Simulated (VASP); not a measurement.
# SnTe (Fm-3m) in VASP: notebook, part 3 of 3

VASP 6.6.1. Earlier steps stand in the parts before.

**4. Electric field gradients, PBEsol**

This run uses another cell than the first one, of 29.88 Å³/atom, 0.927 times its volume.

File INCAR:

```
  PREC = Accurate
  ENCUT = 520
  EDIFF = 1E-8
  ISMEAR = -1
  SIGMA = 0.08
  LREAL = False
  LASPH = True
  NELM = 60
  ALGO = Normal
  ISIF = 2
  LWAVE = False
  LCHARG = False
  GGA = PS
  LEFG = True
  NBANDS = 17
```

File KPOINTS:

```
Automatic mesh
0
Gamma
  11 11 11
```

File POSCAR:

```
SnTe
1.0
    0.0000000000      3.1029896626      3.1029896626
    3.1029896626      0.0000000000      3.1029896626
    3.1029896626      3.1029896626      0.0000000000
Sn Te
1 1
Direct
    0.0000000000      0.0000000000      0.0000000000
    0.5000000000      0.5000000000      0.5000000000
```

Potentials or basis: VASP PAW PBE potentials, release 64 (Sn_d, Te).

On the command line:

```
$ cat potpaw_PBE.64/Sn_d/POTCAR potpaw_PBE.64/Te/POTCAR > POTCAR
$ mpirun -np 1 vasp_std > vasp.out
```

OUTCAR:

```text
PREC = Accurate
   ENCUT = 520
   EDIFF = 1E-8
   ISMEAR = -1
   LREAL = False
   LASPH = True
   NELM = 60
   ISIF = 2
   GGA = PS

 ion  position               nearest neighbor table
   1  0.000  0.000  0.000-   2 3.10   2 3.10   2 3.10   2 3.10   2 3.10   2 3.10
   2  0.500  0.500  0.500-   1 3.10   1 3.10   1 3.10   1 3.10   1 3.10   1 3.10

  LATTYP: Found a face centered cubic cell.
 ALAT       =     6.2059793252

  Lattice vectors:

 A1 = (   0.0000000000,   3.1029896626,   3.1029896626)
 A2 = (   3.1029896626,   0.0000000000,   3.1029896626)
 A3 = (   3.1029896626,   3.1029896626,   0.0000000000)

Analysis of symmetry for initial positions (statically):
=====================================================================
 Subroutine PRICEL returns:
 Original cell was already a primitive cell.

 Routine SETGRP: Setting up the symmetry group for a
 face centered cubic supercell.

 Subroutine GETGRP returns: Found 48 space group operations
 (whereof 48 operations were pure point group operations)
 out of a pool of 48 trial point group operations.

The static configuration has the point symmetry O_h .

Analysis of symmetry for dynamics (positions and initial velocities):
=====================================================================
 Subroutine PRICEL returns:
 Original cell was already a primitive cell.

 Routine SETGRP: Setting up the symmetry group for a
 face centered cubic supercell.

 Subroutine GETGRP returns: Found 48 space group operations
 (whereof 48 operations were pure point group operations)
 out of a pool of 48 trial point group operations.

The dynamic configuration has the point symmetry O_h .

 Subroutine INISYM returns: Found 48 space group operations
 (whereof 48 operations are pure point group operations),
 and found     1 'primitive' translations

----------------------------------------------------------------------------------------

                                     Primitive cell

  volume of cell :      59.7546

  direct lattice vectors                    reciprocal lattice vectors
     0.000000000  3.102989663  3.102989663    -0.161134923  0.161134923  0.161134923
     3.102989663  0.000000000  3.102989663     0.161134923 -0.161134923  0.161134923
     3.102989663  3.102989663  0.000000000     0.161134923  0.161134923 -0.161134923

  length of vectors
     4.388290065  4.388290065  4.388290065     0.279093873  0.279093873  0.279093873

  position of ions in fractional coordinates (direct lattice)
     0.000000000  0.000000000  0.000000000
     0.500000000  0.500000000  0.500000000

  ion indices of the primitive-cell ions
   primitive index   ion index
                 1           1
                 2           2

----------------------------------------------------------------------------------------

 KPOINTS: Automatic mesh

Automatic generation of k-mesh.
 Grid dimensions read from file:
 generate k-points for:   11   11   11

 Generating k-lattice:

[... 62 lines left out ...]
   LREAL  =      F    real-space projection
   EDIFFG = 0.1E-06   stopping-criterion for IOM
   NSW    =      0    number of steps for IOM
   IBRION =     -1    ionic relax: 0-MD 1-quasi-New 2-CG
   NFREE  =      0    steps in history (QN), initial steepest desc. (CG)
   ISIF   =      2    stress and relaxation
   ISYM   =      2    0-nonsym 1-usesym 2-fastsym
   POTIM  = 0.5000    time-step for ionic-motion
   TEBEG  =    0.0;   TEEND  =   0.0 temperature during run
   PSTRESS=    0.0 pullay stress
   NELECT =      20.0000    total number of electrons
   NUPDOWN=      -1.0000    fix difference up-down
   EMIN   =  10.00;   EMAX   =-10.00  energy-range for DOS
   EFERMI =   0.00;   METHOD = LEGACY
   ISMEAR =    -1;   SIGMA  =   0.08  broadening in eV -4-tet -1-fermi 0-gaus
   EFERMI_NEDOS =   21; number of points for ismear=-14 and -15
   IALGO  =     38    algorithm
   IMIX   =      4    mixing-type and parameters
     AMIX     =   0.40;   BMIX     =  1.00
     AMIX_MAG =   1.60;   BMIX_MAG =  1.00
  volume/ion in A,a.u.               =      29.88       201.62
  Fermi-wavevector in a.u.,A,eV,Ry     =   1.136653  2.147962 17.578450  1.291980
  Thomas-Fermi vector in A             =   2.273358
   LORBIT       =      0    0 simple, 1 ext, 2 COOP (PROOUT), +10 PAW based schemes
   GGA     = PS    functional components
   LHFCALC =     F    Hartree Fock is set to
   AEXX    =    0.0000 exact exchange contribution
   IVDW    =     0    specifies the selected vdW correction
   LEPSILON=     F    determine dielectric tensor
   LRPA    =     F    only Hartree local field effects (RPA)
 non-spin polarized calculation
  energy-cutoff  :      520.00
  volume of cell :       59.75
 maximum number of plane-waves:      1639
 NGX is ok and might be reduce to    36
   NGX = 17   NGY = 17   NGZ = 17

 number of electron      19.9999998 magnetization

 Free energy of the ion-electron system (eV)
  ---------------------------------------------------
  ext. energy  EPLUGINS =         0.00000000
  ---------------------------------------------------
  free energy    TOTEN  =        -8.32446300 eV

  energy without entropy =       -8.32199788  energy(sigma->0) =       -8.32323044

 E-fermi :   7.4007     XC(G=0):  -9.8578

 val. band max:        7.2206999160   @ k =   0.4545   0.0000   0.0000
 cond. band min:       7.6719930093   @ k =  -0.3636   0.0909   0.0000
 fundamental gap:      0.4512930933
 Fermi energy:         7.4006602573

 k-point     1 :       0.0000    0.0000    0.0000
  band No.  band energies     occupation
      1     -14.4128      2.00000
      2     -14.4128      2.00000
      3     -14.4031      2.00000
      4     -14.4031      2.00000
      5     -14.4031      2.00000
      6      -5.7794      2.00000
[... 457 lines left out ...]
      4     -14.3989      2.00000
      5     -14.3971      2.00000
      6      -5.0312      2.00000
[... 9 lines left out ...]
     16      15.2972      0.00000
     17      15.4782      0.00000

 [... further k-points ...]
[... 5 lines left out ...]
  --------------------------------------------------------------------------------------
  -------------------------------------------------------------------------------------
  Total        0.7655793      0.7655793      0.7655793      0.0000000      0.0000000     -0.0000000
  in kB       20.5272023     20.5272023     20.5272023      0.0000000      0.0000000     -0.0000000
  external PRESSURE =      20.5272023 kB  Pullay stress =       0.0000000 kB

 VOLUME and BASIS-vectors are now :
 -----------------------------------------------------------------------------
  energy-cutoff  :      520.00
  volume of cell :       59.75
      direct lattice vectors                 reciprocal lattice vectors
     0.000000000  3.102989663  3.102989663    -0.161134923  0.161134923  0.161134923
     3.102989663  0.000000000  3.102989663     0.161134923 -0.161134923  0.161134923
     3.102989663  3.102989663  0.000000000     0.161134923  0.161134923 -0.161134923

 POSITION                                       TOTAL-FORCE (eV/Angst)
 -----------------------------------------------------------------------------------
      0.00000      0.00000      0.00000        -0.000000     -0.000000     -0.000000
      3.10299      3.10299      3.10299         0.000000      0.000000      0.000000
 -----------------------------------------------------------------------------------
    total drift:                               -0.000000      0.000000      0.000000

  FREE ENERGIE OF THE ION-ELECTRON SYSTEM (eV)
  ---------------------------------------------------
  free  energy   TOTEN  =        -8.3244629996 eV

  energy  without entropy=       -8.3219978753  energy(sigma->0) =       -8.32323044

 Electric field gradients (V/A^2)
---------------------------------------------------------------------
 ion       V_xx      V_yy      V_zz      V_xy      V_xz      V_yz
---------------------------------------------------------------------
   1      -0.000     0.000    -0.000    -0.001    -0.001    -0.001
   2       0.000     0.000     0.000     0.000     0.000     0.000
---------------------------------------------------------------------

 Electric field gradients after diagonalization (V/A^2)
 (convention: |V_zz| > |V_xx| > |V_yy|)
----------------------------------------------------------------------
 ion       V_xx      V_yy      V_zz     asymmetry (V_yy - V_xx)/ V_zz
----------------------------------------------------------------------
   1       0.001     0.001    -0.002       0.000
   2      -0.000    -0.000     0.000       0.000
----------------------------------------------------------------------

           NMR quadrupolar parameters

 Cq : quadrupolar parameter    Cq=e*Q*V_zz/h
 eta: asymmetry parameters     (V_yy - V_xx)/ V_zz
 Q  : nuclear electric quadrupole moment in mb (millibarn)
----------------------------------------------------------------------
 ion       Cq(MHz)       eta       Q (mb)
----------------------------------------------------------------------
   1      -0.000       0.000       1.000
   2       0.000       0.000       1.000
----------------------------------------------------------------------
```

OSZICAR:

```text
N       E                     dE             d eps       ncg     rms          rms(c)
DAV:   1     0.125443270723E+03    0.12544E+03   -0.96552E+03  1906   0.139E+03
DAV:   2     0.282565187912E+01   -0.12262E+03   -0.11928E+03  2075   0.332E+02
DAV:   3    -0.805842413660E+01   -0.10884E+02   -0.10787E+02  2380   0.882E+01
DAV:   4    -0.835884098288E+01   -0.30042E+00   -0.30020E+00  2227   0.152E+01
DAV:   5    -0.837067834272E+01   -0.11837E-01   -0.11837E-01  2768   0.294E+00    0.529E+00
DAV:   6    -0.832743407192E+01    0.43244E-01   -0.88176E-02  2679   0.245E+00    0.332E+00
DAV:   7    -0.832526058955E+01    0.21735E-02   -0.40805E-02  2508   0.131E+00    0.596E-01
DAV:   8    -0.832440772145E+01    0.85287E-03   -0.69141E-03  2456   0.726E-01    0.163E-01
DAV:   9    -0.832448187983E+01   -0.74158E-04   -0.49212E-04  2513   0.205E-01    0.478E-02
DAV:  10    -0.832446364104E+01    0.18239E-04   -0.63575E-05  2539   0.763E-02    0.218E-02
DAV:  11    -0.832446311402E+01    0.52703E-06   -0.20663E-05  2528   0.411E-02    0.141E-02
DAV:  12    -0.832446308389E+01    0.30127E-07   -0.17533E-06  2453   0.136E-02    0.769E-03
DAV:  13    -0.832446286225E+01    0.22165E-06   -0.28765E-07  2554   0.448E-03    0.294E-03
DAV:  14    -0.832446297947E+01   -0.11723E-06   -0.22896E-08  2011   0.125E-03    0.730E-04
DAV:  15    -0.832446299906E+01   -0.19586E-07   -0.28897E-09  1235   0.585E-04    0.144E-04
DAV:  16    -0.832446299962E+01   -0.55707E-09   -0.11754E-09  1108   0.231E-04
   1 F= -.83244630E+01 E0= -.83232304E+01  d E =-.246512E-02
```

It took 26 s on 1 thread of Intel Xeon 6975P-C (Granite Rapids), shared host; peak memory 0.23 GiB.

What came out:

| Quantity | Value |
| --- | --- |
| Free energy | -8.3245 eV |
| Pressure | 2.1 GPa |

Levels at points of the mesh, in eV from the Fermi level:
| k point | band 7 | band 8 | band 9 | band 10 | band 11 | band 12 | band 13 | band 14 |
| --- | --- | --- | --- | --- | --- | --- | --- | --- |
| (0.00, 0.00, 0.00) | -4.53 | -2.27 | -2.27 | -2.27 | 3.42 | 3.42 | 3.42 | 4.62 |

Caveat: this odd mesh misses L, where the gap lies, so gap, dielectric constants and Born charges aren't listed; without QUAD_EFG the Cq values of the log hold for a quadrupole moment of 1 mb, not for the nuclei; the PAW data sets were made with another functional, which shifts forces and pressure a little; spin-orbit coupling is left out, which moves the levels of the heavy elements.

**5. Summary**

| level | cell | pressure (GPa) |
| --- | --- | --- |
| PBE | a = 4.501 Å, angles 60.0°, 2 atoms | 0.9 |
| PBE | a = 4.494 Å, angles 60.0°, 2 atoms | 1.1 |
| PBEsol | a = 4.388 Å, angles 60.0°, 2 atoms | 2.1 |

Alike in all rows: task electric field gradients; potentials or basis VASP PAW PBE potentials, release 64 (Sn_d, Te); no spin polarisation; k mesh 11 × 11 × 11; cutoff (eV) 520; smearing fermi-dirac 0.08 eV.

Caveats: spin-orbit coupling is left out, which moves the levels of the heavy elements; the PAW data sets were made with another functional, which shifts forces and pressure a little (some runs).

Absolute energies hang on the potentials; compare differences alone.
